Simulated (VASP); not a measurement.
# ZnSe (F-43m) in VASP: a series of runs, part 2 of 2

VASP 6.6.1.

## (4) Vibrations by perturbation theory, PBEsol

This run uses another cell than the first one, of 22.34 Å³/atom, 1.031 times its volume.

INCAR

```
  PREC = Accurate
  ENCUT = 500
  EDIFF = 1E-8
  ISMEAR = 0
  SIGMA = 0.01
  LREAL = False
  LASPH = True
  NELM = 120
  ALGO = Normal
  ISIF = 2
  LWAVE = False
  LCHARG = False
  GGA = PS
  NBANDS = 16
  IBRION = 8
  NSW = 1
  LEPSILON = True
  GGA_COMPAT = False
```

KPOINTS

```
Automatic mesh
0
Gamma
  8 8 8
```

POSCAR

```
ZnSe
1.0
    0.0000000000      2.8165924980      2.8165924980
    2.8165924980      0.0000000000      2.8165924980
    2.8165924980      2.8165924980      0.0000000000
Zn Se
1 1
Direct
    0.0000000000      0.0000000000      0.0000000000
    0.7500000000      0.7500000000      0.7500000000
```

Potentials or basis: VASP PAW PBE potentials, release 64 (Zn, Se).

Started as:

```bash
> cat potpaw_PBE.64/Zn/POTCAR potpaw_PBE.64/Se/POTCAR > POTCAR
> mpirun -np 1 vasp_std > vasp.out
```

OUTCAR:

```text
PREC = Accurate
   ENCUT = 500
   EDIFF = 1E-8
   ISMEAR = 0
   LREAL = False
   LASPH = True
   NELM = 120
   ISIF = 2
   GGA = PS
   IBRION = 8
   NSW = 1
   LEPSILON = True

 ion  position               nearest neighbor table
   1  0.000  0.000  0.000-   2 2.44   2 2.44   2 2.44   2 2.44
   2  0.750  0.750  0.750-   1 2.44   1 2.44   1 2.44   1 2.44

  LATTYP: Found a face centered cubic cell.
 ALAT       =     5.6331849960

  Lattice vectors:

 A1 = (   0.0000000000,   2.8165924980,   2.8165924980)
 A2 = (   2.8165924980,   0.0000000000,   2.8165924980)
 A3 = (   2.8165924980,   2.8165924980,   0.0000000000)

Analysis of symmetry for initial positions (statically):
=====================================================================
 Subroutine PRICEL returns:
 Original cell was already a primitive cell.

 Routine SETGRP: Setting up the symmetry group for a
 face centered cubic supercell.

 Subroutine GETGRP returns: Found 24 space group operations
 (whereof 24 operations were pure point group operations)
 out of a pool of 48 trial point group operations.

The static configuration has the point symmetry T_d .

Analysis of symmetry for dynamics (positions and initial velocities):
=====================================================================
 Subroutine PRICEL returns:
 Original cell was already a primitive cell.

 Routine SETGRP: Setting up the symmetry group for a
 face centered cubic supercell.

 Subroutine GETGRP returns: Found 24 space group operations
 (whereof 24 operations were pure point group operations)
 out of a pool of 48 trial point group operations.

The dynamic configuration has the point symmetry T_d .

 Subroutine INISYM returns: Found 24 space group operations
 (whereof 24 operations are pure point group operations),
 and found     1 'primitive' translations

----------------------------------------------------------------------------------------

                                     Primitive cell

  volume of cell :      44.6891

  direct lattice vectors                    reciprocal lattice vectors
     0.000000000  2.816592498  2.816592498    -0.177519467  0.177519467  0.177519467
     2.816592498  0.000000000  2.816592498     0.177519467 -0.177519467  0.177519467
     2.816592498  2.816592498  0.000000000     0.177519467  0.177519467 -0.177519467

  length of vectors
     3.983263310  3.983263310  3.983263310     0.307472737  0.307472737  0.307472737

  position of ions in fractional coordinates (direct lattice)
     0.000000000  0.000000000  0.000000000
     0.750000000  0.750000000  0.750000000

  ion indices of the primitive-cell ions
   primitive index   ion index
                 1           1
[... 643 lines left out ...]
    -0.00024  0.70857  0.00000
     0.70857 -0.00024  0.00000
     0.00000  0.00000 -0.00013

--------------------------------------- Ionic step        4  -------------------------------------------

------------------------ aborting loop because EDIFF is reached ----------------------------------------

[... ionic steps 5 to 6 ...]

--------------------------------------- Ionic step        7  -------------------------------------------

 Free energy of the ion-electron system (eV)
  ---------------------------------------------------
  ---------------------------------------------------
  free energy    TOTEN  =        -0.08222414 eV

  energy without entropy =       -0.08222414

------------------------ aborting loop because EDIFF is reached ----------------------------------------

 INTERNAL STRAIN TENSOR  FOR ION    2  DIRECTION 1   (eV/Angst):
 -----------------------------------------------------------------------------
    -0.01807  0.00000  0.00000
     0.00000  0.01472  5.67103
     0.00000  5.67103  0.01472

 MACROSCOPIC STATIC DIELECTRIC TENSOR (including local field effects in DFT)
 ------------------------------------------------------
           8.056921    -0.000000    -0.000000
           0.000000     8.056921     0.000000
          -0.000000     0.000000     8.056921
 ------------------------------------------------------

 PIEZOELECTRIC TENSOR (including local field effects)  for field in x, y, z        (e  Angst)
          XX          YY          ZZ          XY          YZ          ZX
  --------------------------------------------------------------------------------
  x    -0.00000     0.00000     0.00000     0.00000     1.99267     0.00000
  y    -0.00000     0.00000     0.00000     0.00000     0.00000     1.99267
  z    -0.00000    -0.00000     0.00000     1.99267     0.00000     0.00000

 PIEZOELECTRIC TENSOR (including local field effects)  for field in x, y, z        (C/m^2)
          XX          YY          ZZ          XY          YZ          ZX
  --------------------------------------------------------------------------------
  x    -0.00000     0.00000     0.00000     0.00000     0.71440     0.00000
  y    -0.00000     0.00000     0.00000     0.00000     0.00000     0.71440
  z    -0.00000    -0.00000     0.00000     0.71440     0.00000     0.00000

 BORN EFFECTIVE CHARGES (including local field effects) (in |e|, cummulative output)
 ---------------------------------------------------------------------------------
 ion    1
    1     2.05789     0.00000     0.00000
    2    -0.00000     2.05789    -0.00000
    3    -0.00000    -0.00000     2.05789
 ion    2
    1    -2.05789     0.00000     0.00000
    2     0.00000    -2.05789     0.00000
    3     0.00000     0.00000    -2.05789

 INTERNAL STRAIN TENSOR FOR ION    2 for displacements in x,y,z  (eV/Angst):
          X           Y           Z          XY          YZ          ZX
  --------------------------------------------------------------------------------
  x     0.00000     0.00000     0.00000     0.00000     5.67103     0.00000
  y     0.00000    -0.00000     0.00000     0.00000     0.00000     5.67103
  z     0.00000     0.00000     0.00000     5.67103     0.00000     0.00000

 SECOND DERIVATIVES (NOT SYMMETRIZED)
 ------------------------------------
               1X          1Y          1Z          2X          2Y          2Z
  1X    -5.799980    0.000000    0.000000    5.799980    0.000000    0.000000
  1Y     0.000000   -5.799980    0.000000    0.000000    5.799980    0.000000
  1Z     0.000000    0.000000   -5.799980    0.000000    0.000000    5.799980
  2X     5.827232    0.000000    0.000000   -5.827232    0.000000    0.000000
  2Y     0.000000    5.827232    0.000000    0.000000   -5.827232    0.000000
  2Z     0.000000    0.000000    5.827232    0.000000    0.000000   -5.827232

 Eigenvectors and eigenvalues of the dynamical matrix
 ----------------------------------------------------

   1 f  =    6.301953 THz    39.596336 2PiTHz  210.210514 cm-1    26.062770 meV
             X         Y         Z           dx          dy          dz
      0.000000  0.000000  0.000000    -0.000000   -0.000000   -0.738811
      4.224889  4.224889  4.224889    -0.000000   -0.000000    0.673913
[... 21 lines left out ...]
   6 f/i=    0.007354 THz     0.046207 2PiTHz    0.245307 cm-1     0.030414 meV
             X         Y         Z           dx          dy          dz
      0.000000  0.000000  0.000000     0.508732    0.327174   -0.297165
      4.224889  4.224889  4.224889     0.557724    0.358681   -0.325782

--------------------------------------------------------------------------------------------------------

 MACROSCOPIC STATIC DIELECTRIC TENSOR IONIC CONTRIBUTION
 ------------------------------------------------------
           2.949593    -0.000000    -0.000000
          -0.000000     2.949593    -0.000000
          -0.000000    -0.000000     2.949593
 ------------------------------------------------------

 ELASTIC MODULI CONTR FROM IONIC RELAXATION (kBar)
 Direction    XX          YY          ZZ          XY          YZ          ZX
 --------------------------------------------------------------------------------
 XX          -0.0000     -0.0000      0.0000      0.0000      0.0000      0.0000
 YY          -0.0000     -0.0000      0.0000     -0.0000      0.0000      0.0000
 ZZ           0.0000      0.0000     -0.0000     -0.0000     -0.0000     -0.0000
 XY           0.0000     -0.0000     -0.0000   -198.7773      0.0000      0.0000
 YZ           0.0000      0.0000     -0.0000      0.0000   -198.7773      0.0000
 ZX           0.0000      0.0000     -0.0000      0.0000      0.0000   -198.7773
 --------------------------------------------------------------------------------

 PIEZOELECTRIC TENSOR IONIC CONTR  for field in x, y, z        (C/m^2)
          XX          YY          ZZ          XY          YZ          ZX
  --------------------------------------------------------------------------------
  x     0.00000     0.00000    -0.00000     0.00000    -0.72050     0.00000
  y     0.00000     0.00000    -0.00000     0.00000     0.00000    -0.72050
  z     0.00000    -0.00000    -0.00000    -0.72050     0.00000     0.00000
```

OSZICAR:

```text
N       E                     dE             d eps       ncg     rms          rms(c)
DAV:   1     0.819472877773E+02    0.81947E+02   -0.85799E+03   928   0.126E+03
DAV:   2    -0.202460088655E+01   -0.83972E+02   -0.79554E+02  1064   0.245E+02
DAV:   3    -0.703966827053E+01   -0.50151E+01   -0.49981E+01  1128   0.586E+01
[... 165 lines left out ...]
RMM:   4    -0.822227923653E-01   -0.35664E-03   -0.49817E-05  5493   0.403E-02    0.782E-03
RMM:   5    -0.822331192901E-01   -0.10327E-04   -0.42836E-06  5519   0.730E-03    0.387E-03
RMM:   6    -0.822244678735E-01    0.86514E-05   -0.66843E-07  5486   0.188E-03    0.147E-03
RMM:   7    -0.822222099847E-01    0.22579E-05   -0.89569E-08  5453   0.801E-04    0.238E-04
RMM:   8    -0.822241410983E-01   -0.19311E-05   -0.38285E-08  5692   0.203E-04    0.434E-05
RMM:   9    -0.822241363870E-01    0.47113E-08   -0.20943E-08  5378   0.827E-05    0.882E-06
 Linear response finished
```

stdout:

```text
POSCAR found type information on POSCAR ZnSe
 POSCAR found :  2 types and       2 ions
 scaLAPACK will be used
 -----------------------------------------------------------------------------
|                                                                             |
|                                                                             |
|     You enforced a specific xc type in the INCAR file but a different       |
[... 39 lines left out ...]
 force on displaced ion       1 direction 1 :  -5.800   0.000   0.000
 Born effective charge ion    1 direction 1 :   2.031   0.000   0.000
 Linear response progress:
 first order change of Fermi-energy   0.32314E-03
 force on displaced ion       2 direction 1 :  -5.827   0.000   0.000
 Born effective charge ion    2 direction 1 :  -2.083   0.000   0.000
 Born effective charges drift removed
 Linear response finished
```

Wall time 4.3 min (1 thread of Intel Xeon 6975P-C (Granite Rapids), shared host); peak memory 0.3 GiB.

What came out:

* Electronic dielectric tensor (diagonal): 8.06
* Born charges (mean of the diagonal): Zn +2.06; Se -2.06 e
* Highest phonon frequency at Γ, LO-TO splitting left out: 210 cm⁻¹

Phonon frequencies in cm⁻¹ (negative: imaginary):
```csv
q point,frequencies
"(0.000, 0.000, 0.000)",0 0 0 210 210 210
```

Electronic dielectric tensor:
```
8.06 0.00 0.00
0.00 8.06 0.00
0.00 0.00 8.06
```

Born effective charge tensors (e):
atom 1, Zn
```
2.06 0.00 0.00
0.00 2.06 0.00
0.00 0.00 2.06
```
atom 2, Se
```
-2.06  0.00  0.00
 0.00 -2.06  0.00
 0.00  0.00 -2.06
```

Caveat: the PAW data sets were made with another functional, which shifts forces and pressure a little.

## (5) Vibrations by perturbation theory, PBEsol (volume scaled by 1.030)

INCAR

```
PREC = Accurate
ENCUT = 500
EDIFF = 1E-8
ISMEAR = 0
SIGMA = 0.01
LREAL = F
LASPH = T
NELM = 120
ALGO = Normal
ISIF = 2
LWAVE = F
LCHARG = T
GGA = PS
IBRION = 8
NSW = 1
GGA_COMPAT = F
```

KPOINTS is that of step 4.

POSCAR

```
ZnSe
1.0
    0.0000000000      2.8444813662      2.8444813662
    2.8444813662      0.0000000000      2.8444813662
    2.8444813662      2.8444813662      0.0000000000
Zn Se
1 1
Direct
    0.0000000000      0.0000000000      0.0000000000
    0.7500000000      0.7500000000      0.7500000000
```

Potentials or basis: VASP PAW PBE potentials, release 64 (Zn, Se).

Started as:

```bash
> cat potpaw_PBE.64/Zn/POTCAR potpaw_PBE.64/Se/POTCAR > POTCAR
> mpirun -np 1 vasp_std > vasp.out
```

OUTCAR:

```text
PREC = Accurate
   ENCUT = 500
   EDIFF = 1E-8
   ISMEAR = 0
   LREAL = F
   LASPH = T
   NELM = 120
   ISIF = 2
   GGA = PS
   IBRION = 8
   NSW = 1

 ion  position               nearest neighbor table
   1  0.000  0.000  0.000-   2 2.46   2 2.46   2 2.46   2 2.46
   2  0.750  0.750  0.750-   1 2.46   1 2.46   1 2.46   1 2.46

  LATTYP: Found a face centered cubic cell.
 ALAT       =     5.6889627324

  Lattice vectors:

 A1 = (   0.0000000000,   2.8444813662,   2.8444813662)
 A2 = (   2.8444813662,   0.0000000000,   2.8444813662)
 A3 = (   2.8444813662,   2.8444813662,   0.0000000000)

Analysis of symmetry for initial positions (statically):
=====================================================================
 Subroutine PRICEL returns:
 Original cell was already a primitive cell.

 Routine SETGRP: Setting up the symmetry group for a
 face centered cubic supercell.

 Subroutine GETGRP returns: Found 24 space group operations
 (whereof 24 operations were pure point group operations)
 out of a pool of 48 trial point group operations.

The static configuration has the point symmetry T_d .

Analysis of symmetry for dynamics (positions and initial velocities):
=====================================================================
 Subroutine PRICEL returns:
 Original cell was already a primitive cell.

 Routine SETGRP: Setting up the symmetry group for a
 face centered cubic supercell.

 Subroutine GETGRP returns: Found 24 space group operations
 (whereof 24 operations were pure point group operations)
 out of a pool of 48 trial point group operations.

[... 568 lines left out ...]
    total drift:                                0.000000      0.000000      0.000001

  FREE ENERGIE OF THE ION-ELECTRON SYSTEM (eV)
  ---------------------------------------------------
  free  energy   TOTEN  =        -6.7675508575 eV

  energy  without entropy=       -6.7675508575  energy(sigma->0) =       -6.76755086

[... ionic steps 2 to 3 ...]

--------------------------------------- Ionic step        4  -------------------------------------------

------------------------ aborting loop because EDIFF is reached ----------------------------------------

[... ionic steps 5 to 6 ...]

--------------------------------------- Ionic step        7  -------------------------------------------

 Free energy of the ion-electron system (eV)
  ---------------------------------------------------
  ---------------------------------------------------
  free energy    TOTEN  =        -0.08235733 eV

  energy without entropy =       -0.08235733

------------------------ aborting loop because EDIFF is reached ----------------------------------------

 INTERNAL STRAIN TENSOR  FOR ION    2  DIRECTION 1   (eV/Angst):
 -----------------------------------------------------------------------------
    -0.01594  0.00000  0.00000
     0.00000  0.01358  4.64676
     0.00000  4.64676  0.01358

 INTERNAL STRAIN TENSOR FOR ION    2 for displacements in x,y,z  (eV/Angst):
          X           Y           Z          XY          YZ          ZX
  --------------------------------------------------------------------------------
  x     0.00000     0.00000     0.00000     0.00000     4.64676     0.00000
  y     0.00000     0.00000     0.00000     0.00000     0.00000     4.64676
  z     0.00000     0.00000     0.00000     4.64676     0.00000     0.00000

 SECOND DERIVATIVES (NOT SYMMETRIZED)
 ------------------------------------
               1X          1Y          1Z          2X          2Y          2Z
  1X    -5.356146    0.000000    0.000000    5.356146    0.000000    0.000000
  1Y     0.000000   -5.356146    0.000000    0.000000    5.356146    0.000000
  1Z     0.000000    0.000000   -5.356146    0.000000    0.000000    5.356146
  2X     5.265103    0.000000    0.000000   -5.265103    0.000000    0.000000
  2Y     0.000000    5.265103    0.000000    0.000000   -5.265103    0.000000
  2Z     0.000000    0.000000    5.265103    0.000000    0.000000   -5.265103

 Eigenvectors and eigenvalues of the dynamical matrix
 ----------------------------------------------------

   1 f  =    6.026311 THz    37.864428 2PiTHz  201.016094 cm-1    24.922808 meV
             X         Y         Z           dx          dy          dz
      0.000000  0.000000  0.000000     0.742460    0.000000    0.000000
      4.266722  4.266722  4.266722    -0.669891    0.000000    0.000000
[... 21 lines left out ...]
   6 f/i=    0.025693 THz     0.161432 2PiTHz    0.857015 cm-1     0.106256 meV
             X         Y         Z           dx          dy          dz
      0.000000  0.000000  0.000000     0.183840    0.542171   -0.347861
      4.266722  4.266722  4.266722     0.203755    0.600904   -0.385544

--------------------------------------------------------------------------------------------------------

 ELASTIC MODULI CONTR FROM IONIC RELAXATION (kBar)
 Direction    XX          YY          ZZ          XY          YZ          ZX
 --------------------------------------------------------------------------------
 XX          -0.0000     -0.0000     -0.0000     -0.0000     -0.0000     -0.0000
 YY          -0.0000     -0.0000     -0.0000     -0.0000     -0.0000     -0.0000
 ZZ          -0.0000     -0.0000     -0.0000     -0.0000     -0.0000     -0.0000
 XY          -0.0000     -0.0000     -0.0000   -142.0046      0.0000     -0.0000
 YZ          -0.0000     -0.0000     -0.0000      0.0000   -142.0046     -0.0000
 ZX          -0.0000     -0.0000     -0.0000     -0.0000     -0.0000   -142.0046
 --------------------------------------------------------------------------------
```

OSZICAR:

```text
N       E                     dE             d eps       ncg     rms          rms(c)
DAV:   1     0.828724953122E+02    0.82872E+02   -0.87994E+03   754   0.154E+03
DAV:   2    -0.163965247074E+01   -0.84512E+02   -0.80797E+02   819   0.269E+02
DAV:   3    -0.701890366054E+01   -0.53793E+01   -0.53541E+01   929   0.682E+01
DAV:   4    -0.707118995311E+01   -0.52286E-01   -0.52274E-01   809   0.734E+00
[... 38 lines left out ...]
RMM:   5    -0.823674581672E-01   -0.15321E-04   -0.30166E-06  4343   0.981E-03    0.404E-03
RMM:   6    -0.823579166851E-01    0.95415E-05   -0.14982E-07  4220   0.264E-03    0.140E-03
RMM:   7    -0.823549417123E-01    0.29750E-05    0.27493E-08  4253   0.103E-03    0.253E-04
RMM:   8    -0.823573340621E-01   -0.23923E-05    0.30262E-08  4373   0.325E-04    0.438E-05
RMM:   9    -0.823573333015E-01    0.76059E-09    0.66588E-09  4256   0.127E-04    0.979E-06
 Linear response finished
```

It took 98 s on 1 thread of Intel Xeon 6975P-C (Granite Rapids), shared host; peak memory 0.29 GiB.

Results:

- Highest phonon frequency at Γ, LO-TO splitting left out: 201 cm⁻¹

Phonon frequencies in cm⁻¹ (negative: imaginary):
```
              q point           frequencies
(0.000, 0.000, 0.000)  -1 -1 -1 201 201 201
```

Caveat: the cell differs from its parent crystal (volume scaled by 1.030); the cell wasn't relaxed at this level first, which shifts response properties; the PAW data sets were made with another functional, which shifts forces and pressure a little.
